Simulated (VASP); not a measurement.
# CdTe (F-43m) in VASP: settings compared

Aim: see how the results for CdTe move with the level of theory and the settings. Levels: PBEsol, LDA, PBE. Tasks: vibrations by perturbation theory, elastic constants, dielectric tensor.

All numbers are computed with VASP 6.6.1; they aren't measurements. Logs are shortened: lines on timing, memory, paths and dates and some standing lists are left out, and cuts for length are marked.

### Step 1. The cell of the first run

Symmetry: F-43m, No. 216, cubic system. The conventional cell has a = 6.410 Å, b = 6.410 Å, c = 6.410 Å, α = 90.00°, β = 90.00°, γ = 90.00°. Te (site symmetry -43m) has 4 Cd at 2.78 Å within 3.7 Å. Within 3.7 Å of Cd (site symmetry -43m) lie 4 Te at 2.78 Å.

### Step 2. Vibrations by perturbation theory, PBEsol

INCAR

```
PREC = Accurate ; ENCUT = 520
EDIFF = 1E-8 ; ISMEAR = -1
SIGMA = 0.05 ; LREAL = F
LASPH = T ; NELM = 80
ALGO = Normal ; ISIF = 2
LWAVE = F ; LCHARG = F
GGA = PS ; NBANDS = 16
IBRION = 8 ; NSW = 1
```

KPOINTS

```
Automatic mesh
0
Gamma
  5 5 5
```

POSCAR

```
CdTe
1.0
    0.0000000000      3.2050000000      3.2050000000
    3.2050000000      0.0000000000      3.2050000000
    3.2050000000      3.2050000000      0.0000000000
Te Cd
1 1
Direct
    0.7500000000      0.7500000000      0.7500000000
    0.0000000000      0.0000000000      0.0000000000
```

Potentials or basis: VASP PAW PBE potentials, release 64 (Te, Cd).

Run with:

```bash
cat potpaw_PBE.64/Te/POTCAR potpaw_PBE.64/Cd/POTCAR > POTCAR
mpirun -np 1 vasp_std > vasp.out
```

OUTCAR:

```text
PREC = Accurate
   ENCUT = 520
   EDIFF = 1E-8
   ISMEAR = -1
   LREAL = F
   LASPH = T
   NELM = 80
   ISIF = 2
   GGA = PS
   IBRION = 8
   NSW = 1

 ion  position               nearest neighbor table
   1  0.750  0.750  0.750-   2 2.78   2 2.78   2 2.78   2 2.78
   2  0.000  0.000  0.000-   1 2.78   1 2.78   1 2.78   1 2.78

  LATTYP: Found a face centered cubic cell.
 ALAT       =     6.4100000000

  Lattice vectors:

 A1 = (   0.0000000000,   3.2050000000,   3.2050000000)
 A2 = (   3.2050000000,   0.0000000000,   3.2050000000)
 A3 = (   3.2050000000,   3.2050000000,   0.0000000000)

Analysis of symmetry for initial positions (statically):
=====================================================================
 Subroutine PRICEL returns:
 Original cell was already a primitive cell.

 Routine SETGRP: Setting up the symmetry group for a
 face centered cubic supercell.

 Subroutine GETGRP returns: Found 24 space group operations
 (whereof 24 operations were pure point group operations)
 out of a pool of 48 trial point group operations.

The static configuration has the point symmetry T_d .

Analysis of symmetry for dynamics (positions and initial velocities):
=====================================================================
 Subroutine PRICEL returns:
 Original cell was already a primitive cell.

 Routine SETGRP: Setting up the symmetry group for a
 face centered cubic supercell.

 Subroutine GETGRP returns: Found 24 space group operations
 (whereof 24 operations were pure point group operations)
 out of a pool of 48 trial point group operations.

The dynamic configuration has the point symmetry T_d .

 Subroutine INISYM returns: Found 24 space group operations
 (whereof 24 operations are pure point group operations),
 and found     1 'primitive' translations

----------------------------------------------------------------------------------------

                                     Primitive cell

  volume of cell :      65.8437

  direct lattice vectors                    reciprocal lattice vectors
     0.000000000  3.205000000  3.205000000    -0.156006240  0.156006240  0.156006240
     3.205000000  0.000000000  3.205000000     0.156006240 -0.156006240  0.156006240
     3.205000000  3.205000000  0.000000000     0.156006240  0.156006240 -0.156006240

  length of vectors
     4.532554467  4.532554467  4.532554467     0.270210734  0.270210734  0.270210734

  position of ions in fractional coordinates (direct lattice)
     0.750000000  0.750000000  0.750000000
     0.000000000  0.000000000  0.000000000

  ion indices of the primitive-cell ions
   primitive index   ion index
                 1           1
                 2           2

----------------------------------------------------------------------------------------

 KPOINTS: Automatic mesh

Automatic generation of k-mesh.
 Grid dimensions read from file:
 generate k-points for:    5    5    5

 Generating k-lattice:

  Cartesian coordinates                     Fractional coordinates (reciprocal lattice)
    -0.031201248  0.031201248  0.031201248     0.200000000  0.000000000  0.000000000
     0.031201248 -0.031201248  0.031201248     0.000000000  0.200000000  0.000000000
     0.031201248  0.031201248 -0.031201248     0.000000000  0.000000000  0.200000000

  Length of vectors
     0.054042147  0.054042147  0.054042147

  Shift w.r.t. Gamma in fractional coordinates (k-lattice)
     0.000000000  0.000000000  0.000000000

 Subroutine IBZKPT returns following result:
 ===========================================

 Found     10 irreducible k-points:

 Following reciprocal coordinates:
            Coordinates               Weight
  0.000000  0.000000  0.000000      1.000000
  0.200000  0.000000  0.000000      8.000000
  0.400000  0.000000  0.000000      8.000000
  0.200000  0.200000  0.000000      6.000000
  0.400000  0.200000  0.000000     24.000000
 -0.400000  0.200000  0.000000     24.000000
 -0.200000  0.200000  0.000000     12.000000
  0.400000  0.400000  0.000000      6.000000
 -0.400000  0.400000  0.000000     12.000000
 -0.400000  0.400000  0.200000     24.000000
   k-points           NKPTS =     10   k-points in BZ     NKDIM =     10   number of bands    NBANDS=     16
   number of dos      NEDOS =    301   number of ions     NIONS =      2
   total plane-waves  NPLWV =  46656
   dimension x,y,z NGX =    36 NGY =   36 NGZ =   36
   dimension x,y,z NGXF=    72 NGYF=   72 NGZF=   72
   ions per type =               1   1
   NGX,Y,Z   is equivalent  to a cutoff of  13.20, 13.20, 13.20 a.u.
   NGXF,Y,Z  is equivalent  to a cutoff of  26.41, 26.41, 26.41 a.u.
 SYSTEM =  unknown system
   PREC   = accura    normal or accurate (medium, high low for compatibility)
   ISTART =      0    job   : 0-new  1-cont  2-samecut
   ICHARG =      2    charge: 1-file 2-atom 10-const
   ISPIN  =      1    spin polarized calculation?
   LNONCOLLINEAR =      F non collinear calculations
   LSORBIT =      F    spin-orbit coupling
   LASPH  =      T    aspherical Exc in radial PAW
   ENCUT  =  520.0 eV  38.22 Ry    6.18 a.u.   8.43  8.43  8.43*2*pi/ulx,y,z
   NELM   =     80;   NELMIN=  2; NELMDL= -5     # of ELM steps
   EDIFF  = 0.1E-07   stopping-criterion for ELM
   LREAL  =      F    real-space projection
   EDIFFG = 0.1E-06   stopping-criterion for IOM
   NSW    =      1    number of steps for IOM
   IBRION =      8    ionic relax: 0-MD 1-quasi-New 2-CG
   NFREE  =      0    steps in history (QN), initial steepest desc. (CG)
   ISIF   =      2    stress and relaxation
   ISYM   =      2    0-nonsym 1-usesym 2-fastsym
   POTIM  = 0.5000    time-step for ionic-motion
   TEBEG  =    0.0;   TEEND  =   0.0 temperature during run
   PSTRESS=    0.0 pullay stress
   NELECT =      18.0000    total number of electrons
   NUPDOWN=      -1.0000    fix difference up-down
   EMIN   =  10.00;   EMAX   =-10.00  energy-range for DOS
   EFERMI =   0.00;   METHOD = LEGACY
   ISMEAR =    -1;   SIGMA  =   0.05  broadening in eV -4-tet -1-fermi 0-gaus
   EFERMI_NEDOS =   21; number of points for ismear=-14 and -15
   IALGO  =     38    algorithm
   IMIX   =      4    mixing-type and parameters
     AMIX     =   0.40;   BMIX     =  1.00
     AMIX_MAG =   1.60;   BMIX_MAG =  1.00
  volume/ion in A,a.u.               =      32.92       222.17
  Fermi-wavevector in a.u.,A,eV,Ry     =   1.062497  2.007828 15.359610  1.128899
  Thomas-Fermi vector in A             =   2.197950
   LORBIT       =      0    0 simple, 1 ext, 2 COOP (PROOUT), +10 PAW based schemes
   GGA     = PS    functional components
   LHFCALC =     F    Hartree Fock is set to
   AEXX    =    0.0000 exact exchange contribution
   IVDW    =     0    specifies the selected vdW correction
   LEPSILON=     F    determine dielectric tensor
   LRPA    =     F    only Hartree local field effects (RPA)
 non-spin polarized calculation
  energy-cutoff  :      520.00
  volume of cell :       65.84
 maximum number of plane-waves:      1807
 NGX is ok and might be reduce to    36
   NGX = 17   NGY = 17   NGZ = 17

--------------------------------------- Ionic step        1  -------------------------------------------

 number of electron      17.9999995 magnetization

 Free energy of the ion-electron system (eV)
  ---------------------------------------------------
  ext. energy  EPLUGINS =         0.00000000
  ---------------------------------------------------
  free energy    TOTEN  =        -5.45391991 eV

  energy without entropy =       -5.45390748  energy(sigma->0) =       -5.45391370

 E-fermi :   2.9341     XC(G=0):  -8.9240

 val. band max:        2.5285184997   @ k =   0.0000   0.0000   0.0000
 cond. band min:       3.2844586997   @ k =   0.0000   0.0000   0.0000
 fundamental gap:      0.7559402000
 Fermi energy:         2.9341372017

 k-point     1 :       0.0000    0.0000    0.0000
  band No.  band energies     occupation
      1      -8.8785      2.00000
      2      -5.8613      2.00000
      3      -5.8613      2.00000
      4      -5.8613      2.00000
      5      -5.5717      2.00000
      6      -5.5717      2.00000
[... 169 lines left out ...]
      5      -5.5634      2.00000
      6      -5.0565      2.00000
[... 8 lines left out ...]
     15      12.6468      0.00000
     16      14.6438      0.00000

------------------------ aborting loop because EDIFF is reached ----------------------------------------

  FORCE on cell =-STRESS in cart. coord.  units (eV):
  Direction    XX          YY          ZZ          XY          YZ          ZX
  --------------------------------------------------------------------------------------
  -------------------------------------------------------------------------------------
  Total        0.7920488      0.7920488      0.7920488     -0.0000000      0.0000000     -0.0000000
  in kB       19.2729613     19.2729613     19.2729613     -0.0000000      0.0000000     -0.0000000
  external PRESSURE =      19.2729613 kB  Pullay stress =       0.0000000 kB

 VOLUME and BASIS-vectors are now :
 -----------------------------------------------------------------------------
  energy-cutoff  :      520.00
  volume of cell :       65.84
      direct lattice vectors                 reciprocal lattice vectors
     0.000000000  3.205000000  3.205000000    -0.156006240  0.156006240  0.156006240
     3.205000000  0.000000000  3.205000000     0.156006240 -0.156006240  0.156006240
     3.205000000  3.205000000  0.000000000     0.156006240  0.156006240 -0.156006240

 POSITION                                       TOTAL-FORCE (eV/Angst)
 -----------------------------------------------------------------------------------
      4.80750      4.80750      4.80750        -0.000000     -0.000000     -0.000000
      0.00000      0.00000      0.00000         0.000000      0.000000      0.000000
 -----------------------------------------------------------------------------------
    total drift:                                0.000000      0.000000      0.000000

  FREE ENERGIE OF THE ION-ELECTRON SYSTEM (eV)
  ---------------------------------------------------
  free  energy   TOTEN  =        -5.4539199132 eV

  energy  without entropy=       -5.4539074832  energy(sigma->0) =       -5.45391370

[... ionic steps 2 to 3 ...]

--------------------------------------- Ionic step        4  -------------------------------------------

------------------------ aborting loop because EDIFF is reached ----------------------------------------

[... ionic steps 5 to 6 ...]

--------------------------------------- Ionic step        7  -------------------------------------------

 Free energy of the ion-electron system (eV)
  ---------------------------------------------------
  ---------------------------------------------------
  free energy    TOTEN  =        -0.43148109 eV

  energy without entropy =       -0.43148109

------------------------ aborting loop because EDIFF is reached ----------------------------------------

 INTERNAL STRAIN TENSOR  FOR ION    2  DIRECTION 1   (eV/Angst):
 -----------------------------------------------------------------------------
     0.01229  0.00000  0.00000
    -0.00000 -0.00646 -7.12570
     0.00000 -7.12570 -0.00646

 INTERNAL STRAIN TENSOR FOR ION    2 for displacements in x,y,z  (eV/Angst):
          X           Y           Z          XY          YZ          ZX
  --------------------------------------------------------------------------------
  x     0.00000     0.00000     0.00000    -0.00000    -7.12570     0.00000
  y     0.00000     0.00000     0.00000     0.00000    -0.00000    -7.12570
  z     0.00000     0.00000     0.00000    -7.12570     0.00000    -0.00000

 SECOND DERIVATIVES (NOT SYMMETRIZED)
 ------------------------------------
               1X          1Y          1Z          2X          2Y          2Z
  1X    -5.079546    0.000000    0.000000    5.079546    0.000000    0.000000
  1Y     0.000000   -5.079546    0.000000    0.000000    5.079546    0.000000
  1Z     0.000000    0.000000   -5.079546    0.000000    0.000000    5.079546
  2X     5.058996    0.000000    0.000000   -5.058996    0.000000    0.000000
  2Y     0.000000    5.058996    0.000000    0.000000   -5.058996    0.000000
  2Z     0.000000    0.000000    5.058996    0.000000    0.000000   -5.058996

 Eigenvectors and eigenvalues of the dynamical matrix
 ----------------------------------------------------

   1 f  =    4.552833 THz    28.606291 2PiTHz  151.866148 cm-1    18.828994 meV
             X         Y         Z           dx          dy          dz
      4.807500  4.807500  4.807500     0.000000    0.685104    0.000000
      0.000000  0.000000  0.000000     0.000000   -0.728445    0.000000
[... 21 lines left out ...]
   6 f/i=    0.004606 THz     0.028937 2PiTHz    0.153623 cm-1     0.019047 meV
             X         Y         Z           dx          dy          dz
      4.807500  4.807500  4.807500     0.000000    0.000000    0.728445
      0.000000  0.000000  0.000000     0.000000    0.000000    0.685104

--------------------------------------------------------------------------------------------------------

 ELASTIC MODULI CONTR FROM IONIC RELAXATION (kBar)
 Direction    XX          YY          ZZ          XY          YZ          ZX
 --------------------------------------------------------------------------------
 XX          -0.0000     -0.0000      0.0000     -0.0000      0.0000      0.0000
 YY          -0.0000     -0.0000     -0.0000     -0.0000     -0.0000      0.0000
 ZZ           0.0000     -0.0000     -0.0000      0.0000     -0.0000      0.0000
 XY          -0.0000     -0.0000      0.0000   -236.9189     -0.0000     -0.0000
 YZ           0.0000     -0.0000     -0.0000     -0.0000   -236.9189     -0.0000
 ZX           0.0000      0.0000      0.0000     -0.0000     -0.0000   -236.9189
 --------------------------------------------------------------------------------
```

Run time: 91 s. Hardware: 1 thread of Intel Xeon Platinum 8488C (Sapphire Rapids), shared host; peak memory 0.27 GiB.

Results:

- Highest phonon frequency at Γ, LO-TO splitting left out: 152 cm⁻¹

Phonon frequencies in cm⁻¹ (negative: imaginary):
```tsv
q point	frequencies
(0.000, 0.000, 0.000)	0 0 0 152 152 152
```

Caveat: the cell wasn't relaxed at this level first, which shifts response properties; the PAW data sets were made with another functional, which shifts forces and pressure a little; spin-orbit coupling is left out, which moves the levels of the heavy elements.

### Step 3. Elastic constants, LDA

INCAR

```
SYSTEM = CdTe
  PREC = Accurate
  ENCUT = 600
  EDIFF = 1E-8
  ISMEAR = -1
  SIGMA = 0.05
  LREAL = .FALSE.
  LASPH = .TRUE.
  NELM = 60
  ALGO = Normal
  ISIF = 3
  LWAVE = .FALSE.
  LCHARG = .TRUE.
  IBRION = 6
  NFREE = 2
  POTIM = 0.015
  NSW = 1
```

KPOINTS

```
Automatic mesh
0
G
  5 5 5
  0 0 0
```

POSCAR is that of step 2.

Potentials or basis: VASP PAW LDA potentials, release 64 (Te, Cd).

Run with:

```bash
cat potpaw_LDA.64/Te/POTCAR potpaw_LDA.64/Cd/POTCAR > POTCAR
mpirun -np 1 vasp_std > vasp.out
```

It took 4.4 min on 1 thread of Intel Xeon Platinum 8488C (Sapphire Rapids), shared host; peak memory 0.23 GiB.

It converged, with:

```yaml
Elastic_constants_C11_C12_C44: 59, 41, 21 GPa
Voigt_bulk_modulus: 47 GPa
Highest_phonon_frequency_at_Γ_LO-TO_splitting_left_out: 150 cm⁻¹
```

Phonon frequencies in cm⁻¹ (negative: imaginary):
```csv
q point,frequencies
"(0.000, 0.000, 0.000)",0 0 0 150 150 150
```

Elastic tensor in Voigt notation (GPa, in the Cartesian axes of the cell as first typed):
```
59 41 41  0  0  0
41 59 41  0  0  0
41 41 59  0  0  0
 0  0  0 21  0  0
 0  0  0  0 21  0
 0  0  0  0  0 21
```

Clamped-ion elastic tensor (GPa):
```
59 41 41  0  0  0
41 59 41  0  0  0
41 41 59  0  0  0
 0  0  0 42  0  0
 0  0  0  0 42  0
 0  0  0  0  0 42
```

Caveat: spin-orbit coupling is left out, which moves the levels of the heavy elements.

[end of part 1 of 2]
